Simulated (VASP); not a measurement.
# CdTe (F-43m) in VASP: further runs

CdTe is run at these levels: HSE06; tasks: single point.

Program: VASP 6.6.1. These are calculated values, not measurements. Logs are shortened: lines on timing, memory, paths and dates and some standing lists are left out, and cuts for length are marked.

## (1) The cell of the first run

It takes space group F-43m (No. 216, cubic). Conventional cell: a = 6.560 Å, b = 6.560 Å, c = 6.560 Å, α = 90.00°, β = 90.00°, γ = 90.00°. Cd (site symmetry -43m) has 4 Te at 2.84 Å within 3.7 Å. Within 3.7 Å of Te (site symmetry -43m) lie 4 Cd at 2.84 Å.

## (2) Single point, HSE06

File POSCAR:

```
CdTe
1.0
    0.0000000000      3.2799551146      3.2799551146
    3.2799551146      0.0000000000      3.2799551146
    3.2799551146      3.2799551146      0.0000000000
Cd Te
1 1
Direct
    0.0000000000      0.0000000000      0.0000000000
    0.2500000000      0.2500000000      0.2500000000
```

File INCAR.step1:

```
PREC = Accurate
ENCUT = 520
EDIFF = 1E-5
ISMEAR = 0
SIGMA = 0.01
LREAL = F
LASPH = T
NELM = 60
ALGO = Normal
ISIF = 2
LWAVE = T
LCHARG = F
NBANDS = 16
GGA = PE
```

File INCAR.step2:

```
PREC = Accurate
ENCUT = 520
EDIFF = 1E-7
ISMEAR = 0
SIGMA = 0.01
LREAL = F
LASPH = T
NELM = 60
ALGO = Normal
ISIF = 2
LWAVE = F
LCHARG = F
GGA = PE
LHFCALC = T
HFSCREEN = 0.2079
PRECFOCK = Normal
NBANDS = 16
ISTART = 1
```

File KPOINTS:

```
Automatic mesh
0
Gamma
  4 4 4
```

Potentials or basis: VASP PAW PBE potentials, release 64 (Cd, Te).

Started as:

```bash
$ cat potpaw_PBE.64/Cd/POTCAR potpaw_PBE.64/Te/POTCAR > POTCAR
$ cp INCAR.step1 INCAR
$ mpirun -np 1 vasp_std > vasp.out
$ cp INCAR.step2 INCAR
$ mpirun -np 1 vasp_std > vasp.out
```

OUTCAR:

```text
PREC = Accurate
   ENCUT = 520
   EDIFF = 1E-7
   ISMEAR = 0
   LREAL = F
   LASPH = T
   NELM = 60
   ISIF = 2
   GGA = PE
   LHFCALC = T
   HFSCREEN = 0.2079
   PRECFOCK = Normal
   ISTART = 1

 ion  position               nearest neighbor table
   1  0.000  0.000  0.000-   2 2.84   2 2.84   2 2.84   2 2.84
   2  0.250  0.250  0.250-   1 2.84   1 2.84   1 2.84   1 2.84

  LATTYP: Found a face centered cubic cell.
 ALAT       =     6.5599102292

  Lattice vectors:

 A1 = (   0.0000000000,   3.2799551146,   3.2799551146)
 A2 = (   3.2799551146,   0.0000000000,   3.2799551146)
 A3 = (   3.2799551146,   3.2799551146,   0.0000000000)

Analysis of symmetry for initial positions (statically):
=====================================================================
 Subroutine PRICEL returns:
 Original cell was already a primitive cell.

 Routine SETGRP: Setting up the symmetry group for a
 face centered cubic supercell.

 Subroutine GETGRP returns: Found 24 space group operations
 (whereof 24 operations were pure point group operations)
 out of a pool of 48 trial point group operations.

The static configuration has the point symmetry T_d .

Analysis of symmetry for dynamics (positions and initial velocities):
=====================================================================
 Subroutine PRICEL returns:
 Original cell was already a primitive cell.

 Routine SETGRP: Setting up the symmetry group for a
 face centered cubic supercell.

 Subroutine GETGRP returns: Found 24 space group operations
 (whereof 24 operations were pure point group operations)
 out of a pool of 48 trial point group operations.

The dynamic configuration has the point symmetry T_d .

 Subroutine INISYM returns: Found 24 space group operations
 (whereof 24 operations are pure point group operations),
 and found     1 'primitive' translations

----------------------------------------------------------------------------------------

                                     Primitive cell

  volume of cell :      70.5722

  direct lattice vectors                    reciprocal lattice vectors
[... 72 lines left out ...]
   EDIFFG = 0.1E-05   stopping-criterion for IOM
   NSW    =      0    number of steps for IOM
   IBRION =     -1    ionic relax: 0-MD 1-quasi-New 2-CG
   NFREE  =      0    steps in history (QN), initial steepest desc. (CG)
   ISIF   =      2    stress and relaxation
   ISYM   =      3    0-nonsym 1-usesym 2-fastsym
   POTIM  = 0.5000    time-step for ionic-motion
   TEBEG  =    0.0;   TEEND  =   0.0 temperature during run
   PSTRESS=    0.0 pullay stress
   NELECT =      18.0000    total number of electrons
   NUPDOWN=      -1.0000    fix difference up-down
   EMIN   =  10.00;   EMAX   =-10.00  energy-range for DOS
   EFERMI =   0.00;   METHOD = LEGACY
   ISMEAR =     0;   SIGMA  =   0.01  broadening in eV -4-tet -1-fermi 0-gaus
   EFERMI_NEDOS =   21; number of points for ismear=-14 and -15
   IALGO  =     38    algorithm
   IMIX   =      1    mixing-type and parameters
     AMIX     =   0.40;   BMIX     =  1.00
     AMIX_MAG =   1.60;   BMIX_MAG =  1.00
  volume/ion in A,a.u.               =      35.29       238.12
  Fermi-wavevector in a.u.,A,eV,Ry     =   1.038216  1.961944 14.665621  1.077893
  Thomas-Fermi vector in A             =   2.172690
   LORBIT       =      0    0 simple, 1 ext, 2 COOP (PROOUT), +10 PAW based schemes
   GGA     = PE    functional components
   LHFCALC =     T    Hartree Fock is set to
   PRECFOCK=normal    Normal, Fast or Accurate (Low or Medium for compatibility)
   ENCUT4O =  -1.0   cutoff for four orbital integrals eV
   NKREDX  =     1    reduce k-point grid by
   NKREDY  =     1    reduce k-point grid by
   NKREDZ  =     1    reduce k-point grid by
   AEXX    =    0.2500 exact exchange contribution
   HFSCREEN=    0.2079 screening length (either q_TF or 0.3 A-1)
   HFSCREENC=   0.2079 screening length for correlation (either q_TF or 0.3 A-1)
   ENCUTFOCK=  -1.0 apply spherical cutoff to Coloumb kernel
   IVDW    =     0    specifies the selected vdW correction
   LEPSILON=     F    determine dielectric tensor
   LRPA    =     F    only Hartree local field effects (RPA)
 non-spin polarized calculation
 Gauss-broadening in eV      SIGMA  =   0.01
  energy-cutoff  :      520.00
  volume of cell :       70.57
 maximum number of plane-waves:      1924
 NGX is ok and might be reduce to    36
  NGX = 28; NGY = 28; NGZ = 28

 number of electron      18.0000006 magnetization

 Free energy of the ion-electron system (eV)
  ---------------------------------------------------
  ext. energy  EPLUGINS =         0.00000000
  ---------------------------------------------------
  free energy    TOTEN  =        -5.99420673 eV

  energy without entropy =       -5.99420673  energy(sigma->0) =       -5.99420673

 E-fermi :   1.5812     XC(G=0):  -7.0327

 val. band max:        1.5292472791   @ k =   0.0000   0.0000   0.0000
 cond. band min:       2.9728476419   @ k =   0.0000   0.0000   0.0000
 fundamental gap:      1.4436003628
 Fermi energy:         1.5812024446

 k-point     1 :       0.0000    0.0000    0.0000
  band No.  band energies     occupation
      1     -10.3855      2.00000
      2      -7.9648      2.00000
      3      -7.9648      2.00000
      4      -7.9648      2.00000
      5      -7.7277      2.00000
      6      -7.7277      2.00000
[... 129 lines left out ...]
      3      -7.8473      2.00000
      4      -7.7545      2.00000
      5      -7.7261      2.00000
      6      -7.0659      2.00000
[... 8 lines left out ...]
     15      13.6354      0.00000
     16      13.7763      0.00000

------------------------ aborting loop because EDIFF is reached ----------------------------------------

  FORCE on cell =-STRESS in cart. coord.  units (eV):
  Direction    XX          YY          ZZ          XY          YZ          ZX
  --------------------------------------------------------------------------------------
  -------------------------------------------------------------------------------------
  Total        0.1076515      0.1076515      0.1076515      0.0000000      0.0000000      0.0000000
  in kB        2.4439761      2.4439761      2.4439761      0.0000000      0.0000000      0.0000000
  external PRESSURE =       2.4439761 kB  Pullay stress =       0.0000000 kB

 VOLUME and BASIS-vectors are now :
 -----------------------------------------------------------------------------
  energy-cutoff  :      520.00
  volume of cell :       70.57
      direct lattice vectors                 reciprocal lattice vectors
     0.000000000  3.279955115  3.279955115    -0.152441110  0.152441110  0.152441110
     3.279955115  0.000000000  3.279955115     0.152441110 -0.152441110  0.152441110
     3.279955115  3.279955115  0.000000000     0.152441110  0.152441110 -0.152441110

 POSITION                                       TOTAL-FORCE (eV/Angst)
 -----------------------------------------------------------------------------------
      0.00000      0.00000      0.00000         0.000000      0.000000      0.000000
      1.63998      1.63998      1.63998        -0.000000     -0.000000     -0.000000
 -----------------------------------------------------------------------------------
    total drift:                               -0.000003     -0.000002     -0.000002

  FREE ENERGIE OF THE ION-ELECTRON SYSTEM (eV)
  ---------------------------------------------------
  free  energy   TOTEN  =        -5.9942067265 eV

  energy  without entropy=       -5.9942067265  energy(sigma->0) =       -5.99420673
```

OSZICAR.step1:

```text
N       E                     dE             d eps       ncg     rms          rms(c)
DAV:   1     0.101500673494E+03    0.10150E+03   -0.82971E+03   264   0.979E+02
DAV:   2    -0.123571060957E+01   -0.10274E+03   -0.98184E+02   320   0.237E+02
DAV:   3    -0.495864828666E+01   -0.37229E+01   -0.37195E+01   328   0.458E+01
DAV:   4    -0.499243786105E+01   -0.33790E-01   -0.33789E-01   376   0.393E+00
DAV:   5    -0.499252277513E+01   -0.84914E-04   -0.84914E-04   336   0.187E-01    0.517E+00
DAV:   6    -0.476128910292E+01    0.23123E+00   -0.39174E-01   304   0.721E+00    0.431E+00
DAV:   7    -0.474422778732E+01    0.17061E-01   -0.11411E-01   296   0.213E+00    0.170E+00
DAV:   8    -0.474540126730E+01   -0.11735E-02   -0.10897E-02   272   0.115E+00    0.490E-01
DAV:   9    -0.474582946815E+01   -0.42820E-03   -0.93802E-04   296   0.303E-01    0.110E-01
DAV:  10    -0.474591452099E+01   -0.85053E-04   -0.12096E-04   304   0.969E-02    0.538E-02
DAV:  11    -0.474596590255E+01   -0.51382E-04   -0.93059E-05   272   0.554E-02    0.364E-02
DAV:  12    -0.474596462862E+01    0.12739E-05   -0.35201E-06   240   0.140E-02
   1 F= -.47459646E+01 E0= -.47459646E+01  d E =-.205426E-38
```

Wall time 14 min (1 thread of Intel Xeon Platinum 8488C (Sapphire Rapids), shared host); peak memory 0.32 GiB.

What came out:

| Item | Value |
| --- | --- |
| Free energy | -5.9942 eV |
| Pressure | 0.2 GPa |
| Band gap on the k mesh | 1.44 eV, direct |

Caveat: the PAW data sets were made with another functional, which shifts forces and pressure a little; spin-orbit coupling is left out, which moves the levels of the heavy elements.

## (3) Single point, HSE06 (strain +2.0%)

File POSCAR:

```
CdTe
1.0
    0.0000000000      3.3455542169      3.3455542169
    3.3455542169      0.0000000000      3.3455542169
    3.3455542169      3.3455542169      0.0000000000
Cd Te
1 1
Direct
    0.0000000000      0.0000000000      0.0000000000
    0.2500000000      0.2500000000      0.2500000000
```

File INCAR.step1:

```
SYSTEM = CdTe
  ALGO = Normal
  EDIFF = 1E-5
  ENCUT = 520
  GGA = PE
  ISIF = 2
  ISMEAR = 0
  LASPH = .True.
  LCHARG = .False.
  LREAL = .False.
  LWAVE = .True.
  NBANDS = 16
  NELM = 60
  PREC = Accurate
  SIGMA = 0.01
```

File INCAR.step2:

```
SYSTEM = CdTe
  ALGO = Normal
  EDIFF = 1E-6
  ENCUT = 520
  GGA = PE
  HFSCREEN = 0.2079
  ISIF = 2
  ISMEAR = 0
  ISTART = 1
  LASPH = .True.
  LCHARG = .False.
  LHFCALC = .True.
  LREAL = .False.
  LWAVE = .False.
  NBANDS = 16
  NELM = 60
  PREC = Accurate
  PRECFOCK = Normal
  SIGMA = 0.01
```

File KPOINTS:

```
k-points
0
Gamma
  4 4 4
  0 0 0
```

Potentials or basis: VASP PAW PBE potentials, release 64 (Cd, Te).

Started as:

```bash
$ cat potpaw_PBE.64/Cd/POTCAR potpaw_PBE.64/Te/POTCAR > POTCAR
$ cp INCAR.step1 INCAR
$ mpirun -np 1 vasp_std > vasp.out
$ cp INCAR.step2 INCAR
$ mpirun -np 1 vasp_std > vasp.out
```

It took 8.1 min on 1 thread of Intel Xeon Platinum 8488C (Sapphire Rapids), shared host; peak memory 0.32 GiB.

Results (log left out):

```
Free energy            : -5.9709 eV
Pressure               : -1.9 GPa
Band gap on the k mesh : 1.25 eV, direct
```

Levels at points of the mesh, in eV from the valence-band top:
```tsv
k point	band 7	band 8	band 9	band 10	band 11	band 12
(0.00, 0.00, 0.00)	0.00	0.00	0.00	1.25	5.51	5.51
(0.50, 0.00, 0.00)	-4.18	-0.69	-0.69	2.50	6.06	6.06
(0.50, 0.50, 0.00)	-4.13	-1.68	-1.68	3.45	3.46	9.42
```

Caveat: the cell differs from its parent crystal (strain +2.0%); the PAW data sets were made with another functional, which shifts forces and pressure a little; spin-orbit coupling is left out, which moves the levels of the heavy elements.
